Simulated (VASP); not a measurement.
# SrTiO3 (Pm-3m) in VASP: a series of runs

Runs on SrTiO3. Level: PBE. Tasks: single point, relaxation of cell and atoms.

Everything below comes from runs of VASP 6.6.1. Logs are shortened: lines on timing, memory, paths and dates and some standing lists are left out, and cuts for length are marked.

### 1 The cell of the first run

It takes space group Pm-3m (No. 221, cubic). The conventional cell has a = 3.905 Å, b = 3.905 Å, c = 3.905 Å, α = 90.00°, β = 90.00°, γ = 90.00°. Sr (site symmetry m-3m) has 12 O at 2.76 Å and 8 Ti at 3.38 Å within 3.6 Å. Ti (site symmetry m-3m) has 6 O at 1.95 Å within 2.6 Å. O (site symmetry 4/mmm) has 2 Ti at 1.95 Å within 2.6 Å.

### 2 Single point, PBE

File INCAR:

```
ALGO = Normal ; EDIFF = 1E-6
ENCUT = 520 ; GGA = PE
ISIF = 2 ; ISMEAR = 0
LASPH = T ; LCHARG = F
LREAL = F ; LWAVE = F
NBANDS = 28 ; NELM = 80
PREC = Accurate ; SIGMA = 0.1
```

File KPOINTS:

```
k-points
0
Gamma
  6 6 6
```

File POSCAR:

```
SrTiO3
1.0
    3.9052800000      0.0000000000      0.0000000000
    0.0000000000      3.9052800000      0.0000000000
    0.0000000000      0.0000000000      3.9052800000
Sr Ti O
1 1 3
Direct
    0.5000000000      0.5000000000      0.5000000000
    0.0000000000      0.0000000000      0.0000000000
    0.5000000000      0.0000000000      0.0000000000
    0.0000000000      0.5000000000      0.0000000000
    0.0000000000      0.0000000000      0.5000000000
```

Potentials or basis: VASP PAW PBE potentials, release 64 (Sr_sv, Ti_sv, O).

Launch:

```bash
$ cat potpaw_PBE.64/Sr_sv/POTCAR potpaw_PBE.64/Ti_sv/POTCAR potpaw_PBE.64/O/POTCAR > POTCAR
$ mpirun -np 1 vasp_std > vasp.out
```

OUTCAR:

```text
EDIFF = 1E-6
   ENCUT = 520
   GGA = PE
   ISIF = 2
   ISMEAR = 0
   LASPH = T
   LREAL = F
   NELM = 80
   PREC = Accurate

 ion  position               nearest neighbor table
   1  0.500  0.500  0.500-   3 2.76   4 2.76   5 2.76   3 2.76   4 2.76   3 2.76   5 2.76   3 2.76
                             4 2.76   5 2.76   4 2.76   5 2.76   2 3.38   2 3.38   2 3.38   2 3.38
   2  0.000  0.000  0.000-   3 1.95   4 1.95   5 1.95   5 1.95   4 1.95   3 1.95   1 3.38   1 3.38
                             1 3.38   1 3.38   1 3.38   1 3.38   1 3.38   1 3.38
   3  0.500  0.000  0.000-   2 1.95   2 1.95   1 2.76   1 2.76   1 2.76   1 2.76
   4  0.000  0.500  0.000-   2 1.95   2 1.95   1 2.76   1 2.76   1 2.76   1 2.76
   5  0.000  0.000  0.500-   2 1.95   2 1.95   1 2.76   1 2.76   1 2.76   1 2.76

  LATTYP: Found a simple cubic cell.
 ALAT       =     3.9052800000

  Lattice vectors:

 A1 = (   3.9052800000,   0.0000000000,   0.0000000000)
 A2 = (   0.0000000000,   3.9052800000,   0.0000000000)
 A3 = (   0.0000000000,   0.0000000000,   3.9052800000)

Analysis of symmetry for initial positions (statically):
=====================================================================
 Subroutine PRICEL returns:
 Original cell was already a primitive cell.

 Routine SETGRP: Setting up the symmetry group for a
 simple cubic supercell.

 Subroutine GETGRP returns: Found 48 space group operations
 (whereof 48 operations were pure point group operations)
 out of a pool of 48 trial point group operations.

The static configuration has the point symmetry O_h .

Analysis of symmetry for dynamics (positions and initial velocities):
=====================================================================
 Subroutine PRICEL returns:
 Original cell was already a primitive cell.

 Routine SETGRP: Setting up the symmetry group for a
 simple cubic supercell.

 Subroutine GETGRP returns: Found 48 space group operations
 (whereof 48 operations were pure point group operations)
 out of a pool of 48 trial point group operations.

The dynamic configuration has the point symmetry O_h .

 Subroutine INISYM returns: Found 48 space group operations
 (whereof 48 operations are pure point group operations),
 and found     1 'primitive' translations

----------------------------------------------------------------------------------------

                                     Primitive cell

  volume of cell :      59.5603

  direct lattice vectors                    reciprocal lattice vectors
     3.905280000  0.000000000  0.000000000     0.256063586  0.000000000  0.000000000
     0.000000000  3.905280000  0.000000000     0.000000000  0.256063586  0.000000000
     0.000000000  0.000000000  3.905280000     0.000000000  0.000000000  0.256063586

  length of vectors
     3.905280000  3.905280000  3.905280000     0.256063586  0.256063586  0.256063586

  position of ions in fractional coordinates (direct lattice)
     0.500000000  0.500000000  0.500000000
     0.000000000  0.000000000  0.000000000
     0.500000000  0.000000000  0.000000000
     0.000000000  0.500000000  0.000000000
     0.000000000  0.000000000  0.500000000

  ion indices of the primitive-cell ions
   primitive index   ion index
                 1           1
                 2           2
                 3           3
                 4           4
                 5           5

----------------------------------------------------------------------------------------

 KPOINTS: k-points

Automatic generation of k-mesh.
 Grid dimensions read from file:
 generate k-points for:    6    6    6

 Generating k-lattice:

  Cartesian coordinates                     Fractional coordinates (reciprocal lattice)
     0.042677264  0.000000000  0.000000000     0.166666667  0.000000000  0.000000000
     0.000000000  0.042677264  0.000000000     0.000000000  0.166666667  0.000000000
     0.000000000  0.000000000  0.042677264     0.000000000  0.000000000  0.166666667

  Length of vectors
     0.042677264  0.042677264  0.042677264

  Shift w.r.t. Gamma in fractional coordinates (k-lattice)
     0.000000000  0.000000000  0.000000000

 Subroutine IBZKPT returns following result:
 ===========================================

 Found     20 irreducible k-points:

 Following reciprocal coordinates:
            Coordinates               Weight
  0.000000  0.000000  0.000000      1.000000
  0.166667  0.000000  0.000000      6.000000
  0.333333  0.000000  0.000000      6.000000
  0.500000  0.000000  0.000000      3.000000
  0.166667  0.166667  0.000000     12.000000
  0.333333  0.166667  0.000000     24.000000
[... 12 lines left out ...]
  0.500000  0.500000  0.333333      6.000000
  0.500000  0.500000  0.500000      1.000000
   k-points           NKPTS =     20   k-points in BZ     NKDIM =     20   number of bands    NBANDS=     28
   number of dos      NEDOS =    301   number of ions     NIONS =      5
   total plane-waves  NPLWV =  27000
   dimension x,y,z NGX =    30 NGY =   30 NGZ =   30
   dimension x,y,z NGXF=    60 NGYF=   60 NGZF=   60
   ions per type =               1   1   3
   NGX,Y,Z   is equivalent  to a cutoff of  12.77, 12.77, 12.77 a.u.
   NGXF,Y,Z  is equivalent  to a cutoff of  25.54, 25.54, 25.54 a.u.
 SYSTEM =  unknown system
   PREC   = accura    normal or accurate (medium, high low for compatibility)
   ISTART =      0    job   : 0-new  1-cont  2-samecut
   ICHARG =      2    charge: 1-file 2-atom 10-const
   ISPIN  =      1    spin polarized calculation?
   LNONCOLLINEAR =      F non collinear calculations
   LSORBIT =      F    spin-orbit coupling
   LASPH  =      T    aspherical Exc in radial PAW
   ENCUT  =  520.0 eV  38.22 Ry    6.18 a.u.   7.26  7.26  7.26*2*pi/ulx,y,z
   NELM   =     80;   NELMIN=  2; NELMDL= -5     # of ELM steps
   EDIFF  = 0.1E-05   stopping-criterion for ELM
   LREAL  =      F    real-space projection
   EDIFFG = 0.1E-04   stopping-criterion for IOM
   NSW    =      0    number of steps for IOM
   IBRION =     -1    ionic relax: 0-MD 1-quasi-New 2-CG
   NFREE  =      0    steps in history (QN), initial steepest desc. (CG)
   ISIF   =      2    stress and relaxation
   ISYM   =      2    0-nonsym 1-usesym 2-fastsym
   POTIM  = 0.5000    time-step for ionic-motion
   TEBEG  =    0.0;   TEEND  =   0.0 temperature during run
   PSTRESS=    0.0 pullay stress
   NELECT =      40.0000    total number of electrons
   NUPDOWN=      -1.0000    fix difference up-down
   EMIN   =  10.00;   EMAX   =-10.00  energy-range for DOS
   EFERMI =   0.00;   METHOD = LEGACY
   ISMEAR =     0;   SIGMA  =   0.10  broadening in eV -4-tet -1-fermi 0-gaus
   EFERMI_NEDOS =   21; number of points for ismear=-14 and -15
   IALGO  =     38    algorithm
   IMIX   =      4    mixing-type and parameters
     AMIX     =   0.40;   BMIX     =  1.00
     AMIX_MAG =   1.60;   BMIX_MAG =  1.00
  volume/ion in A,a.u.               =      11.91        80.39
  Fermi-wavevector in a.u.,A,eV,Ry     =   1.433648  2.709203 27.964703  2.055348
  Thomas-Fermi vector in A             =   2.553143
   LORBIT       =      0    0 simple, 1 ext, 2 COOP (PROOUT), +10 PAW based schemes
   GGA     = PE    functional components
   LHFCALC =     F    Hartree Fock is set to
   AEXX    =    0.0000 exact exchange contribution
   IVDW    =     0    specifies the selected vdW correction
   LEPSILON=     F    determine dielectric tensor
   LRPA    =     F    only Hartree local field effects (RPA)
 non-spin polarized calculation
 Gauss-broadening in eV      SIGMA  =   0.10
  energy-cutoff  :      520.00
  volume of cell :       59.56
 maximum number of plane-waves:      1628
 NGX is ok and might be reduce to    30
   NGX = 15   NGY = 15   NGZ = 15

 number of electron      40.0000005 magnetization

 Free energy of the ion-electron system (eV)
  ---------------------------------------------------
  ext. energy  EPLUGINS =         0.00000000
  ---------------------------------------------------
  free energy    TOTEN  =       -40.07640375 eV

  energy without entropy =      -40.07640375  energy(sigma->0) =      -40.07640375

 E-fermi :   4.6998     XC(G=0): -11.2698

 val. band max:        4.1640656324   @ k =   0.5000   0.5000   0.5000
 cond. band min:       6.0185017257   @ k =   0.0000   0.0000   0.0000
 fundamental gap:      1.8544360933
 Fermi energy:         4.6997605930

 k-point     1 :       0.0000    0.0000    0.0000
  band No.  band energies     occupation
      1     -52.3029      2.00000
      2     -28.6273      2.00000
      3     -28.5489      2.00000
      4     -28.5489      2.00000
      5     -28.5489      2.00000
      6     -13.2637      2.00000
[... 20 lines left out ...]
     27       9.5658      0.00000
     28      10.3736      0.00000

 k-point     2 :       0.1667    0.0000    0.0000
  band No.  band energies     occupation
      1     -52.3025      2.00000
      2     -28.6572      2.00000
      3     -28.5482      2.00000
      4     -28.5482      2.00000
      5     -28.5310      2.00000
      6     -13.2825      2.00000
[... 20 lines left out ...]
     27      10.0365      0.00000
     28      11.0227      0.00000

 k-point     3 :       0.3333    0.0000    0.0000
  band No.  band energies     occupation
      1     -52.3017      2.00000
      2     -28.7040      2.00000
      3     -28.5468      2.00000
      4     -28.5468      2.00000
      5     -28.5075      2.00000
      6     -13.4067      2.00000
[... 20 lines left out ...]
     27      11.0164      0.00000
     28      12.2721      0.00000

 k-point     4 :       0.5000    0.0000    0.0000
  band No.  band energies     occupation
      1     -52.3014      2.00000
      2     -28.7250      2.00000
      3     -28.5460      2.00000
      4     -28.5460      2.00000
      5     -28.4981      2.00000
      6     -13.4885      2.00000
[... 20 lines left out ...]
     27      11.5860      0.00000
     28      12.1816      0.00000

 k-point     5 :       0.1667    0.1667    0.0000
  band No.  band energies     occupation
      1     -52.3021      2.00000
      2     -28.6649      2.00000
      3     -28.5663      2.00000
      4     -28.5475      2.00000
      5     -28.5168      2.00000
      6     -13.2487      2.00000
[... 20 lines left out ...]
     27      10.4589      0.00000
     28      11.4202      0.00000

 k-point     6 :       0.3333    0.1667    0.0000
  band No.  band energies     occupation
      1     -52.3014      2.00000
      2     -28.6915      2.00000
      3     -28.5692      2.00000
      4     -28.5460      2.00000
      5     -28.5102      2.00000
      6     -13.2830      2.00000
[... 339 lines left out ...]
      5     -28.5458      2.00000
      6     -12.6177      2.00000
[... 20 lines left out ...]
     27      12.0679      0.00000
     28      12.0679      0.00000

 k-point    18 :       0.5000    0.3333    0.3333
  band No.  band energies     occupation
      1     -52.2991      2.00000
      2     -28.6307      2.00000
      3     -28.5978      2.00000
      4     -28.5973      2.00000
      5     -28.5610      2.00000
      6     -12.4552      2.00000
[... 20 lines left out ...]
     27      12.0035      0.00000
     28      12.2775      0.00000

 k-point    19 :       0.5000    0.5000    0.3333
  band No.  band energies     occupation
      1     -52.2987      2.00000
      2     -28.6152      2.00000
      3     -28.6152      2.00000
      4     -28.5967      2.00000
      5     -28.5710      2.00000
      6     -12.1092      2.00000
[... 20 lines left out ...]
     27      12.0016      0.00000
     28      12.5378      0.00000

 k-point    20 :       0.5000    0.5000    0.5000
  band No.  band energies     occupation
      1     -52.2983      2.00000
      2     -28.6143      2.00000
      3     -28.6143      2.00000
      4     -28.6143      2.00000
      5     -28.5664      2.00000
      6     -11.9232      2.00000
[... 20 lines left out ...]
     27      12.5382      0.00000
     28      12.5382      0.00000

------------------------ aborting loop because EDIFF is reached ----------------------------------------

  FORCE on cell =-STRESS in cart. coord.  units (eV):
  Direction    XX          YY          ZZ          XY          YZ          ZX
  --------------------------------------------------------------------------------------
  -------------------------------------------------------------------------------------
  Total        1.8343816      1.8343816      1.8343816      0.0000000     -0.0000000      0.0000000
  in kB       49.3450669     49.3450669     49.3450669      0.0000000     -0.0000000      0.0000000
  external PRESSURE =      49.3450669 kB  Pullay stress =       0.0000000 kB

 VOLUME and BASIS-vectors are now :
 -----------------------------------------------------------------------------
  energy-cutoff  :      520.00
  volume of cell :       59.56
      direct lattice vectors                 reciprocal lattice vectors
     3.905280000  0.000000000  0.000000000     0.256063586  0.000000000  0.000000000
     0.000000000  3.905280000  0.000000000     0.000000000  0.256063586  0.000000000
     0.000000000  0.000000000  3.905280000     0.000000000  0.000000000  0.256063586

 POSITION                                       TOTAL-FORCE (eV/Angst)
 -----------------------------------------------------------------------------------
      1.95264      1.95264      1.95264         0.000000      0.000000      0.000000
      0.00000      0.00000      0.00000         0.000000      0.000000      0.000000
      1.95264      0.00000      0.00000         0.000000      0.000000      0.000000
      0.00000      1.95264      0.00000         0.000000      0.000000      0.000000
      0.00000      0.00000      1.95264         0.000000      0.000000      0.000000
 -----------------------------------------------------------------------------------
    total drift:                                0.000000     -0.000000      0.000000

  FREE ENERGIE OF THE ION-ELECTRON SYSTEM (eV)
  ---------------------------------------------------
  free  energy   TOTEN  =       -40.0764037469 eV

  energy  without entropy=      -40.0764037469  energy(sigma->0) =      -40.07640375
```

It took 61 s on 1 thread of Intel Xeon 8259CL, shared host; peak memory 0.19 GiB.

Results:

- Free energy: -40.0764 eV
- Pressure: 4.9 GPa
- Band gap on the k mesh: 1.85 eV (least direct gap 2.21 eV)

Caveat: the cell stands under pressure. A k mesh can miss the band edges.

### 3 Single point, PBE

This run uses another cell than the first one, of 12.20 Å³/atom.

File INCAR:

```
SYSTEM = SrTiO3
PREC     = Accurate       ! precision mode
ENCUT    = 520            ! plane-wave cutoff, eV
EDIFF    = 1E-6           ! SCF threshold, eV
ISMEAR   = 0              ! smearing method
SIGMA    = 0.02           ! smearing width, eV
LREAL    = .FALSE.        ! projectors in reciprocal space
LASPH    = .TRUE.         ! aspherical terms in the spheres
NELM     = 60             ! most SCF steps
ALGO     = Normal         ! electronic algorithm
ISIF     = 2              ! what is computed and relaxed
LWAVE    = .FALSE.        ! write WAVECAR
LCHARG   = .FALSE.        ! write CHGCAR
GGA      = PE             ! functional
NBANDS   = 28             ! bands
```

File KPOINTS:

```
Automatic mesh
0
G
  8 8 8
  0 0 0
```

Changes to POSCAR since step 2:

```diff
@@ -2,5 +2,5 @@
 1.0
-    3.9052800000      0.0000000000      0.0000000000
-    0.0000000000      3.9052800000      0.0000000000
-    0.0000000000      0.0000000000      3.9052800000
+    3.9362565434      0.0000000000      0.0000000000
+    0.0000000000      3.9362565434      0.0000000000
+    0.0000000000      0.0000000000      3.9362565434
 Sr Ti O
```

Potentials or basis: VASP PAW PBE potentials, release 64 (Sr_sv, Ti_sv, O).

Launch:

```bash
$ cat potpaw_PBE.64/Sr_sv/POTCAR potpaw_PBE.64/Ti_sv/POTCAR potpaw_PBE.64/O/POTCAR > POTCAR
$ mpirun -np 1 vasp_std > vasp.out
```

Wall time 85 s (1 thread of Intel Xeon 8259CL, shared host); peak memory 0.21 GiB.

The run converged. Its results:

```
Free energy            : -40.1032 eV
Pressure               : 0.7 GPa
Band gap on the k mesh : 1.81 eV (least direct gap 2.18 eV)
```

Levels at points of the mesh, in eV from the valence-band top:
```
           k point  band 18  band 19  band 20  band 21  band 22  band 23
(0.00, 0.00, 0.00)    -0.37    -0.37    -0.37     1.81     1.81     1.81
(0.50, 0.00, 0.00)    -1.91    -0.73    -0.73     1.97     3.66     3.66
(0.50, 0.50, 0.00)    -1.54    -1.54    -0.09     3.66     3.66     4.11
(0.50, 0.50, 0.50)     0.00     0.00     0.00     4.31     4.31     4.31
```

A k mesh can miss the band edges. A hybrid or GW would open this gap; PBE tends to underestimate it.

### 4 Relaxation of cell and atoms, PBE

File INCAR:

```
SYSTEM = SrTiO3
ALGO     = Normal         ! electronic algorithm
EDIFF    = 1E-6           ! SCF threshold, eV
EDIFFG   = -0.002         ! ionic threshold
ENCUT    = 600            ! plane-wave cutoff, eV
GGA      = PE             ! functional
IBRION   = 2              ! ionic algorithm
ISIF     = 3              ! what is computed and relaxed
ISMEAR   = 0              ! smearing method
LASPH    = .TRUE.         ! aspherical terms in the spheres
LCHARG   = .FALSE.        ! write CHGCAR
LREAL    = .FALSE.        ! projectors in reciprocal space
LWAVE    = .FALSE.        ! write WAVECAR
NELM     = 100            ! most SCF steps
NSW      = 100            ! ionic steps
PREC     = Accurate       ! precision mode
SIGMA    = 0.02           ! smearing width, eV
```

File KPOINTS:

```
k-points
0
G
  8 8 8
  0 0 0
```

Changes to POSCAR since step 3:

```diff
@@ -2,5 +2,5 @@
 1.0
-    3.9362565434      0.0000000000      0.0000000000
-    0.0000000000      3.9362565434      0.0000000000
-    0.0000000000      0.0000000000      3.9362565434
+    3.9052800000      0.0000000000      0.0000000000
+    0.0000000000      3.9052800000      0.0000000000
+    0.0000000000      0.0000000000      3.9052800000
 Sr Ti O
```

Launch:

```bash
$ cat potpaw_PBE.64/Sr_sv/POTCAR potpaw_PBE.64/Ti_sv/POTCAR potpaw_PBE.64/O/POTCAR > POTCAR
$ mpirun -np 1 vasp_std > vasp.out
```

Wall time 2.7 min (1 thread of Intel Xeon 8259CL, shared host); peak memory 0.23 GiB.

The run converged. Its results:

| Property | Result |
| --- | --- |
| Free energy | -40.1069 eV |
| Relaxed volume | 12.23 Å³/atom |
| Relaxed cell | a = 3.940 Å, b = 3.940 Å, c = 3.940 Å, α = 90.00°, β = 90.00°, γ = 90.00° |
| Space group after relaxing (to 0.1 Å) | Pm-3m (No. 221) |
| Energy gained by relaxing | 4.6 meV/atom |
| Ionic steps | 3 |
| Pressure after relaxing | 0.0 GPa |
| Band gap on the k mesh | 1.81 eV (least direct gap 2.18 eV) |

Step by step:
| step | energy change (eV) | largest force (eV/Å) | pressure (GPa) | volume (Å³) |
| --- | --- | --- | --- | --- |
| 1 | 0.0000 | 0.0000 | 4.69 | 59.56 |
| 2 | -0.0057 | 0.0000 | -3.75 | 62.62 |
| 3 | -0.0232 | 0.0000 | -0.02 | 61.17 |

Final structure:
```xyz
5
Lattice="3.9402 0.0000 0.0000 0.0000 3.9402 0.0000 0.0000 0.0000 3.9402" Properties=species:S:1:pos:R:3 pbc="T T T"
Sr    1.9701    1.9701    1.9701
Ti    0.0000    0.0000    0.0000
O     1.9701    0.0000    0.0000
O     0.0000    1.9701    0.0000
O     0.0000    0.0000    1.9701
```

Levels at points of the mesh, in eV from the valence-band top:
```
           k point  band 16  band 17  band 18  band 19  band 20  band 21  band 22  band 23  band 24
(0.00, 0.00, 0.00)    -1.12    -1.12    -0.37    -0.37    -0.37     1.81     1.81     1.81     4.12
(0.50, 0.00, 0.00)    -2.29    -2.29    -1.90    -0.73    -0.73     1.96     3.64     3.64     4.13
(0.50, 0.50, 0.00)    -2.76    -1.74    -1.54    -1.54    -0.09     3.65     3.65     4.09     5.05
(0.50, 0.50, 0.50)    -3.66    -3.66     0.00     0.00     0.00     4.29     4.29     4.29     6.84
```

A k mesh can miss the band edges. Zero-point motion and thermal expansion aren't in these numbers.

### 5 Overview

| task | cell | k mesh | cutoff (eV) | smearing | gap on the mesh (eV) | pressure (GPa) |
| --- | --- | --- | --- | --- | --- | --- |
| single point | a = 3.905 Å, 5 atoms | 6 × 6 × 6 | 520 | gaussian 0.1 eV | 1.85 | 4.9 |
| single point | a = 3.936 Å, 5 atoms | 8 × 8 × 8 | 520 | gaussian 0.02 eV | 1.81 | 0.7 |
| relaxation of cell and atoms | relaxed from a = 3.905 Å, 5 atoms | 8 × 8 × 8 | 600 | gaussian 0.02 eV | 1.81 | 0.0 |

Alike in all rows: level PBE; potentials or basis VASP PAW PBE potentials, release 64 (Sr_sv, Ti_sv, O); no spin polarisation.

Caveats: the cell stands under pressure (at least some runs).

Total energies depend on the potentials used, so only differences within one code and one set of settings carry meaning.
